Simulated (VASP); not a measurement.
# CoO (I4/mmm) in VASP: notebook

Runs on CoO. Level: PBE. Tasks: single point.

Program: VASP 6.6.1. These are calculated values, not measurements. Logs are shortened: lines on timing, memory, paths and dates and some standing lists are left out, and cuts for length are marked.

## (1) The cell of the first run

Symmetry: I4/mmm, No. 139, tetragonal system. The conventional cell has a = 3.016 Å, b = 3.016 Å, c = 4.215 Å, α = 90.00°, β = 90.00°, γ = 90.00°. Co (site symmetry 4/mmm) has 6 O at 2.11 to 2.13 Å within 2.8 Å. O (site symmetry 4/mmm) has 6 Co at 2.11 to 2.13 Å within 2.8 Å.

## (2) Single point, PBE, collinear spin, ferromagnetic start

Contents of INCAR:

```
ALGO = Normal
EDIFF = 1E-6
ENCUT = 520
GGA = PE
ISIF = 2
ISMEAR = 0
ISPIN = 2
LASPH = T
LCHARG = F
LMAXMIX = 4
LORBIT = 11
LREAL = F
LWAVE = F
MAGMOM = 2 0
NBANDS = 18
NELM = 150
PREC = Accurate
SIGMA = 0.1
```

Contents of KPOINTS:

```
k-points
0
Gamma
  10 10 10
```

Contents of POSCAR:

```
CoO
1.0
   -1.5080004400      1.5080004400      2.1072503600
    1.5080004400     -1.5080004400      2.1072503600
    1.5080004400      1.5080004400     -2.1072503600
Co O
1 1
Direct
    0.0000000000      0.0000000000      0.0000000000
    0.5000000000      0.5000000000      0.0000000000
```

Potentials or basis: VASP PAW PBE potentials, release 64 (Co, O).

Command:

```bash
cat potpaw_PBE.64/Co/POTCAR potpaw_PBE.64/O/POTCAR > POTCAR
mpirun -np 1 vasp_std > vasp.out
```

OUTCAR:

```text
EDIFF = 1E-6
   ENCUT = 520
   GGA = PE
   ISIF = 2
   ISMEAR = 0
   ISPIN = 2
   LASPH = T
   LORBIT = 11
   LREAL = F
   NELM = 150
   PREC = Accurate

 ion  position               nearest neighbor table
   1  0.000  0.000  0.000-   2 2.11   2 2.11   2 2.13   2 2.13   2 2.13   2 2.13
   2  0.500  0.500  0.000-   1 2.11   1 2.11   1 2.13   1 2.13   1 2.13   1 2.13

  LATTYP: Found a body centered tetragonal cell.
 ALAT       =     3.0160008800
 C/A-ratio  =     1.3973804676

  Lattice vectors:

 A1 = (  -1.5080004400,   1.5080004400,   2.1072503600)
 A2 = (   1.5080004400,  -1.5080004400,   2.1072503600)
 A3 = (   1.5080004400,   1.5080004400,  -2.1072503600)

Analysis of symmetry for initial positions (statically):
=====================================================================
 Subroutine PRICEL returns:
 Original cell was already a primitive cell.

 Routine SETGRP: Setting up the symmetry group for a
 body centered tetragonal supercell.

 Subroutine GETGRP returns: Found 16 space group operations
 (whereof 16 operations were pure point group operations)
 out of a pool of 16 trial point group operations.

The static configuration has the point symmetry D_4h.

Analysis of symmetry for dynamics (positions and initial velocities):
=====================================================================
 Subroutine PRICEL returns:
 Original cell was already a primitive cell.

 Routine SETGRP: Setting up the symmetry group for a
 body centered tetragonal supercell.

 Subroutine GETGRP returns: Found 16 space group operations
 (whereof 16 operations were pure point group operations)
 out of a pool of 16 trial point group operations.

The dynamic configuration has the point symmetry D_4h.

Analysis of structural, dynamic, and magnetic symmetry:
=====================================================================
 Subroutine PRICEL returns:
 Original cell was already a primitive cell.

 Routine SETGRP: Setting up the symmetry group for a
 body centered tetragonal supercell.

 Subroutine GETGRP returns: Found 16 space group operations
 (whereof 16 operations were pure point group operations)
 out of a pool of 16 trial point group operations.

The overall configuration has the point symmetry D_4h.

 Subroutine INISYM returns: Found 16 space group operations
 (whereof 16 operations are pure point group operations),
 and found     1 'primitive' translations

----------------------------------------------------------------------------------------

                                     Primitive cell

  volume of cell :      19.1681

  direct lattice vectors                    reciprocal lattice vectors
    -1.508000440  1.508000440  2.107250360     0.000000000  0.331564890  0.237276030
     1.508000440 -1.508000440  2.107250360     0.331564890  0.000000000  0.237276030
     1.508000440  1.508000440 -2.107250360     0.331564890  0.331564890  0.000000000

  length of vectors
     2.998105191  2.998105191  2.998105191     0.407719500  0.407719500  0.468903564

  position of ions in fractional coordinates (direct lattice)
     0.000000000  0.000000000  0.000000000
     0.500000000  0.500000000  0.000000000

  ion indices of the primitive-cell ions
   primitive index   ion index
                 1           1
                 2           2

----------------------------------------------------------------------------------------

 KPOINTS: k-points

Automatic generation of k-mesh.
 Grid dimensions read from file:
 generate k-points for:   10   10   10

 Generating k-lattice:

  Cartesian coordinates                     Fractional coordinates (reciprocal lattice)
     0.000000000  0.033156489  0.023727603     0.100000000  0.000000000  0.000000000
     0.033156489  0.000000000  0.023727603     0.000000000  0.100000000  0.000000000
     0.033156489  0.033156489  0.000000000     0.000000000  0.000000000  0.100000000

  Length of vectors
     0.040771950  0.040771950  0.046890356

  Shift w.r.t. Gamma in fractional coordinates (k-lattice)
     0.000000000  0.000000000  0.000000000

[... 55 lines left out ...]
[... 10 lines left out ...]
     17      36.8631      0.00000
     18      38.5366      0.00000

 [... further k-points ...]

 spin component 2

 k-point     1 :       0.0000    0.0000    0.0000
  band No.  band energies     occupation
      1     -11.7452      1.00000
      2       5.3888      1.00000
      3       5.4467      1.00000
      4       5.4467      1.00000
      5       6.8919      1.00000
      6       6.8920      1.00000
[... 10 lines left out ...]
     17      30.8880      0.00000
     18      33.6562      0.00000

 k-point     2 :       0.1000   -0.0000    0.0000
  band No.  band energies     occupation
      1     -11.6384      1.00000
      2       4.5871      1.00000
      3       5.0572      1.00000
      4       5.0935      1.00000
      5       7.0237      1.00000
      6       7.0317      1.00000
[... 10 lines left out ...]
     17      31.7451      0.00000
     18      35.2513      0.00000

 k-point     3 :       0.2000   -0.0000    0.0000
  band No.  band energies     occupation
      1     -11.3448      1.00000
      2       3.1119      1.00000
      3       4.4099      1.00000
      4       4.4482      1.00000
      5       7.2724      1.00000
      6       7.2809      1.00000
[... 10 lines left out ...]
     17      34.3164      0.00000
     18      37.7197      0.00000

 k-point     4 :       0.3000   -0.0000    0.0000
  band No.  band energies     occupation
      1     -10.9493      1.00000
      2       1.7270      1.00000
      3       3.8334      1.00000
      4       3.8737      1.00000
      5       7.5493      1.00000
      6       7.5746      1.00000
[... 375 lines left out ...]
      4       4.6832      1.00000
      5       6.4903      1.00000
      6       7.7961      0.99914
[... 10 lines left out ...]
     17      35.1700      0.00000
     18      35.4096      0.00000

 k-point    23 :       0.3000    0.3000    0.0000
  band No.  band energies     occupation
      1     -10.3893      1.00000
      2       1.4670      1.00000
      3       2.5396      1.00000
      4       3.4462      1.00000
      5       7.7536      0.99991
      6       7.7641      0.99983
[... 10 lines left out ...]
     17      37.3348      0.00000
     18      39.5034      0.00000

 k-point    24 :       0.4000    0.3000    0.0000
  band No.  band energies     occupation
      1     -10.3408      1.00000
      2       1.6639      1.00000
      3       2.4120      1.00000
      4       3.5750      1.00000
      5       7.2941      1.00000
      6       7.9314      0.88895
[... 10 lines left out ...]
     17      37.4636      0.00000
     18      39.2452      0.00000

 [... further k-points ...]
[... 5 lines left out ...]
  --------------------------------------------------------------------------------------
  -------------------------------------------------------------------------------------
  Total       -0.0723746     -0.0723746     -0.0469684      0.0000000      0.0000000      0.0000000
  in kB       -6.0494714     -6.0494714     -3.9258828      0.0000000      0.0000000      0.0000000
  external PRESSURE =      -5.3416085 kB  Pullay stress =       0.0000000 kB

 VOLUME and BASIS-vectors are now :
 -----------------------------------------------------------------------------
  energy-cutoff  :      520.00
  volume of cell :       19.17
      direct lattice vectors                 reciprocal lattice vectors
    -1.508000440  1.508000440  2.107250360     0.000000000  0.331564890  0.237276030
     1.508000440 -1.508000440  2.107250360     0.331564890  0.000000000  0.237276030
     1.508000440  1.508000440 -2.107250360     0.331564890  0.331564890  0.000000000

 POSITION                                       TOTAL-FORCE (eV/Angst)
 -----------------------------------------------------------------------------------
      0.00000      0.00000      0.00000        -0.000000      0.000000      0.000000
      0.00000      0.00000      2.10725         0.000000     -0.000000     -0.000000
 -----------------------------------------------------------------------------------
    total drift:                               -0.000000      0.000000     -0.000000

  FREE ENERGIE OF THE ION-ELECTRON SYSTEM (eV)
  ---------------------------------------------------
  free  energy   TOTEN  =       -13.0570185325 eV

  energy  without entropy=      -13.0359360196  energy(sigma->0) =      -13.04647728

 total charge

# of ion       s       p       d       tot
------------------------------------------
    1        0.296   0.362   7.149   7.807
    2        1.556   3.427   0.000   4.983
--------------------------------------------------
tot          1.852   3.789   7.149  12.790

 magnetization (x)

# of ion       s       p       d       tot
------------------------------------------
    1        0.021   0.018   2.509   2.548
    2        0.029   0.266   0.000   0.295
--------------------------------------------------
tot          0.050   0.284   2.509   2.843
```

It took 44 s on 1 thread of Intel Xeon Platinum 8488C (Sapphire Rapids), shared host; peak memory 0.19 GiB.

Results:

```
Free energy                                           : -13.0570 eV
Pressure                                              : -0.5 GPa
Net moment                                            : 2.89 μB per cell
Site moments                                          : Co +2.55; O +0.29 μB
Valence electrons inside the program's atomic spheres : Co 7.81; O 4.98
```

Levels at points of the mesh, in eV from the Fermi level:
Spin up:
| k point | band 7 | band 8 | band 9 | band 10 | band 11 | band 12 |
| --- | --- | --- | --- | --- | --- | --- |
| (0.00, 0.00, 0.00) | -3.12 | -3.12 | -2.98 | 1.05 | 16.89 | 18.19 |
| (0.50, 0.00, 0.00) | -1.78 | 0.09 | 0.17 | 5.10 | 9.42 | 13.37 |
| (0.50, 0.50, 0.00) | -2.39 | -2.08 | -2.00 | 5.93 | 9.83 | 11.77 |
| (0.50, 0.50, 0.50) | -2.40 | -2.09 | -2.09 | 5.94 | 9.98 | 11.65 |
Spin down:
```tsv
k point	band 4	band 5	band 6	band 7	band 8	band 9
(0.00, 0.00, 0.00)	-2.57	-1.13	-1.13	-1.09	0.03	0.07
(0.50, 0.00, 0.00)	-4.65	-0.15	-0.11	0.18	2.70	2.74
(0.50, 0.50, 0.00)	-3.79	-2.24	0.10	0.14	0.51	1.01
(0.50, 0.50, 0.50)	-3.87	-2.26	0.13	0.13	0.58	0.98
```

Caveat: a cell with one magnetic atom can't hold antiferromagnetic order, which such compounds often take; semilocal functionals often make such compounds metallic where correlation or magnetic order opens a gap, which also shifts bond lengths. With open d or f shells a metallic result of PBE can be an artefact of self-interaction; +U or a hybrid may open a gap.

## (3) Single point, PBE, collinear spin, ferromagnetic start

Contents of INCAR:

```
SYSTEM = CoO
ALGO = Normal ; EDIFF = 1E-6
ENCUT = 520 ; GGA = PE
ISIF = 2 ; ISMEAR = 0
ISPIN = 2 ; LASPH = .True.
LCHARG = .False. ; LMAXMIX = 4
LORBIT = 11 ; LREAL = .False.
LWAVE = .False. ; MAGMOM = 2 0
NBANDS = 18 ; NELM = 150
PREC = Accurate ; SIGMA = 0.1
```

Contents of KPOINTS:

```
k-points
0
Gamma
  10 10 10
  0 0 0
```

POSCAR is that of step 2.

Potentials or basis: VASP PAW PBE potentials, release 64 (Co, O).

Command:

```bash
cat potpaw_PBE.64/Co/POTCAR potpaw_PBE.64/O/POTCAR > POTCAR
mpirun -np 1 vasp_std > vasp.out
```

Wall time 46 s (1 thread of Intel Xeon Platinum 8488C (Sapphire Rapids), shared host); peak memory 0.19 GiB.

Results (log left out):

```yaml
Free_energy: -13.0570 eV
Pressure: -0.5 GPa
Net_moment: 2.89 μB per cell
Site_moments: Co +2.55; O +0.29 μB
Valence_electrons_inside_the_program's_atomic_spheres: Co 7.81; O 4.98
```

Stress tensor (GPa, compression positive):
```
-0.60  0.00  0.00
 0.00 -0.60  0.00
 0.00  0.00 -0.39
```

Levels at points of the mesh, in eV from the Fermi level:
Spin up:
```csv
k point,band 7,band 8,band 9,band 10,band 11,band 12
"(0.00, 0.00, 0.00)",-3.12,-3.12,-2.98,1.05,16.89,18.19
"(0.50, 0.00, 0.00)",-1.78,0.09,0.17,5.10,9.42,13.37
"(0.50, 0.50, 0.00)",-2.39,-2.08,-2.00,5.93,9.83,11.77
"(0.50, 0.50, 0.50)",-2.40,-2.09,-2.09,5.94,9.98,11.65
```
Spin down:
| k point | band 3 | band 4 | band 5 | band 6 | band 7 | band 8 | band 9 | band 10 |
| --- | --- | --- | --- | --- | --- | --- | --- | --- |
| (0.00, 0.00, 0.00) | -2.57 | -2.57 | -1.13 | -1.13 | -1.09 | 0.03 | 0.07 | 1.59 |
| (0.50, 0.00, 0.00) | -4.69 | -4.65 | -0.15 | -0.11 | 0.18 | 2.70 | 2.74 | 5.38 |
| (0.50, 0.50, 0.00) | -3.89 | -3.79 | -2.24 | 0.10 | 0.14 | 0.51 | 1.01 | 6.78 |
| (0.50, 0.50, 0.50) | -3.87 | -3.87 | -2.26 | 0.13 | 0.13 | 0.58 | 0.98 | 6.78 |

Caveat: a cell with one magnetic atom can't hold antiferromagnetic order, which such compounds often take; semilocal functionals often make such compounds metallic where correlation or magnetic order opens a gap, which also shifts bond lengths.

## (4) Single point, PBE, collinear spin, ferromagnetic start

This run uses another cell than the first one, of 9.01 Å³/atom, 0.940 times its volume.

Contents of INCAR:

```
ALGO = Normal
EDIFF = 1E-6
ENCUT = 520
GGA = PE
ISIF = 2
ISMEAR = -1
ISPIN = 2
LASPH = T
LCHARG = F
LMAXMIX = 4
LORBIT = 11
LREAL = F
LWAVE = F
MAGMOM = 2 0
NBANDS = 18
NELM = 150
PREC = Accurate
SIGMA = 0.05
```

Contents of KPOINTS:

```
k-points
0
Gamma
  12 12 12
```

Contents of POSCAR:

```
CoO
1.0
   -1.4772162830      1.4772162830      2.0642331802
    1.4772162830     -1.4772162830      2.0642331802
    1.4772162830      1.4772162830     -2.0642331802
Co O
1 1
Direct
    0.0000000000      0.0000000000      0.0000000000
    0.5000000000      0.5000000000      0.0000000000
```

Command:

```bash
cat potpaw_PBE.64/Co/POTCAR potpaw_PBE.64/O/POTCAR > POTCAR
mpirun -np 1 vasp_std > vasp.out
```

Wall time 1.8 min (1 thread of Intel Xeon Platinum 8259CL at 2.50GHz (Skylake/Cascade Lake), shared host); peak memory 0.21 GiB.

The run converged. Its results:

| Property | Result |
| --- | --- |
| Free energy | -13.0299 eV |
| Pressure | 9.8 GPa |
| Net moment | 2.59 μB per cell |
| Site moments | Co +2.33; O +0.22 μB |
| Valence electrons inside the program's atomic spheres | Co 7.93; O 5.01 |

Stress tensor (GPa, compression positive):
```
 9.51  0.00  0.00
 0.00  9.51  0.00
 0.00  0.00 10.38
```

Levels at points of the mesh, in eV from the Fermi level:
Spin up:
```
           k point  band 6  band 7  band 8  band 9  band 10  band 11  band 12  band 13
(0.00, 0.00, 0.00)   -3.16   -3.05   -3.05   -2.93     1.40    17.07    18.72    18.72
(0.50, 0.00, 0.00)   -2.14   -1.60    0.33    0.41     5.23    10.02    13.79    14.08
(0.50, 0.50, 0.00)   -2.76   -2.12   -1.85   -1.80     6.40    10.21    12.11    16.53
(0.50, 0.50, 0.50)   -2.73   -2.12   -1.86   -1.86     6.40    10.36    11.98    16.49
```
Spin down:
```
           k point  band 4  band 5  band 6  band 7  band 8  band 9
(0.00, 0.00, 0.00)   -3.01   -1.29   -1.29   -1.24   -0.08   -0.04
(0.50, 0.00, 0.00)   -5.21   -0.20   -0.16    0.15    2.78    2.84
(0.50, 0.50, 0.00)   -4.28   -2.54    0.09    0.13    0.45    1.07
(0.50, 0.50, 0.50)   -4.37   -2.55    0.12    0.12    0.51    1.04
```

Caveat: a cell with one magnetic atom can't hold antiferromagnetic order, which such compounds often take; semilocal functionals often make such compounds metallic where correlation or magnetic order opens a gap, which also shifts bond lengths. With open d or f shells a metallic result of PBE can be an artefact of self-interaction; +U or a hybrid may open a gap.

## (5) Single point, PBE, collinear spin, zero start

Contents of INCAR:

```
SYSTEM = CoO
PREC     = Accurate       ! precision mode
ENCUT    = 520            ! plane-wave cutoff, eV
EDIFF    = 1E-6           ! SCF threshold, eV
ISMEAR   = -1             ! smearing method
SIGMA    = 0.05           ! smearing width, eV
LREAL    = .False.        ! projectors in reciprocal space
LASPH    = .True.         ! aspherical terms in the spheres
NELM     = 150            ! most SCF steps
ALGO     = Normal         ! electronic algorithm
ISIF     = 2              ! what is computed and relaxed
LWAVE    = .False.        ! write WAVECAR
LCHARG   = .False.        ! write CHGCAR
ISPIN    = 2              ! spin polarisation
MAGMOM   = 0 0            ! initial moments
LORBIT   = 11             ! projections on sites
NUPDOWN  = 0.0            ! fixed moment
LMAXMIX  = 4              ! l up to which the mixer works
GGA      = PE             ! functional
NBANDS   = 18             ! bands
```

Contents of KPOINTS:

```
regular mesh
0
Gamma
  10 10 10
  0 0 0
```

Contents of POSCAR:

```
CoO
1.0
   -1.5080004400      1.5080004400      2.1072503600
    1.5080004400     -1.5080004400      2.1072503600
    1.5080004400      1.5080004400     -2.1072503600
Co O
1 1
Direct
    0.0000000000      0.0000000000      0.0000000000
    0.5000000000      0.5000000000      0.0000000000
```

Command:

```bash
cat potpaw_PBE.64/Co/POTCAR potpaw_PBE.64/O/POTCAR > POTCAR
mpirun -np 1 vasp_std > vasp.out
```

Run time: 76 s. Hardware: 1 thread of Intel Xeon Platinum 8259CL at 2.50GHz (Skylake/Cascade Lake), shared host; peak memory 0.18 GiB.

It converged, with:

| Quantity | Value |
| --- | --- |
| Free energy | -12.6062 eV |
| Pressure | -18.1 GPa |
| Net moment | 0.00 μB per cell |
| Valence electrons inside the program's atomic spheres | Co 7.92; O 4.92 |

Stress tensor (GPa, compression positive):
```
-18.38   0.00   0.00
  0.00 -18.38   0.00
  0.00   0.00 -17.65
```

Caveat: the total moment is fixed, so each spin has its own Fermi level.

## (6) Single point, PBE, collinear spin, ferromagnetic start

Contents of INCAR:

```
SYSTEM = CoO
PREC = Accurate ; ENCUT = 520
EDIFF = 1E-6 ; ISMEAR = -1
SIGMA = 0.05 ; LREAL = .False.
LASPH = .True. ; NELM = 150
ALGO = Normal ; ISIF = 2
LWAVE = .False. ; LCHARG = .False.
ISPIN = 2 ; MAGMOM = 0.5 0
LORBIT = 11 ; NUPDOWN = 0.5
LMAXMIX = 4 ; GGA = PE
NBANDS = 18
```

KPOINTS is that of step 5.

POSCAR is that of step 5.

Potentials or basis: VASP PAW PBE potentials, release 64 (Co, O).

Command:

```bash
cat potpaw_PBE.64/Co/POTCAR potpaw_PBE.64/O/POTCAR > POTCAR
mpirun -np 1 vasp_std > vasp.out
```

It took 87 s on 1 thread of Intel Xeon Platinum 8259CL at 2.50GHz (Skylake/Cascade Lake), shared host; peak memory 0.19 GiB.

It converged, with:

- Free energy: -12.6614 eV
- Pressure: -17.1 GPa
- Net moment: 0.50 μB per cell
- Site moments: Co +0.52; O -0.03 μB
- Valence electrons inside the program's atomic spheres: Co 7.92; O 4.92

Stress tensor (GPa, compression positive):
```
-17.38   0.00   0.00
  0.00 -17.38   0.00
  0.00   0.00 -16.66
```

Caveat: the total moment is fixed, so each spin has its own Fermi level; a cell with one magnetic atom can't hold antiferromagnetic order, which such compounds often take.

## (7) Overview

| spin | fixed moment (μB) | cell | k mesh | smearing | gap on the mesh (eV) | pressure (GPa) | moment (μB) |
| --- | --- | --- | --- | --- | --- | --- | --- |
| collinear, ferromagnetic start | - | a = 2.998 Å, angles 119.6, 119.6, 90.7°, 2 atoms | 10 × 10 × 10 | gaussian 0.1 eV | none | -0.5 | 2.89 |
| collinear, ferromagnetic start | - | a = 2.937 Å, angles 119.6, 119.6, 90.7°, 2 atoms | 12 × 12 × 12 | fermi-dirac 0.05 eV | none | 9.8 | 2.59 |
| collinear, zero start | 0.0 | a = 2.998 Å, angles 119.6, 119.6, 90.7°, 2 atoms | 10 × 10 × 10 | fermi-dirac 0.05 eV | - | -18.1 | 0.00 |
| collinear, ferromagnetic start | 0.5 | a = 2.998 Å, angles 119.6, 119.6, 90.7°, 2 atoms | 10 × 10 × 10 | fermi-dirac 0.05 eV | - | -17.1 | 0.50 |

Alike in all rows: task single point; level PBE; potentials or basis VASP PAW PBE potentials, release 64 (Co, O); cutoff (eV) 520.

Caveats: a cell with one magnetic atom can't hold antiferromagnetic order, which such compounds often take (some runs); semilocal functionals often make such compounds metallic where correlation or magnetic order opens a gap, which also shifts bond lengths (some runs); the total moment is fixed, so each spin has its own Fermi level (some runs).

Absolute energies hang on the potentials; compare differences alone.
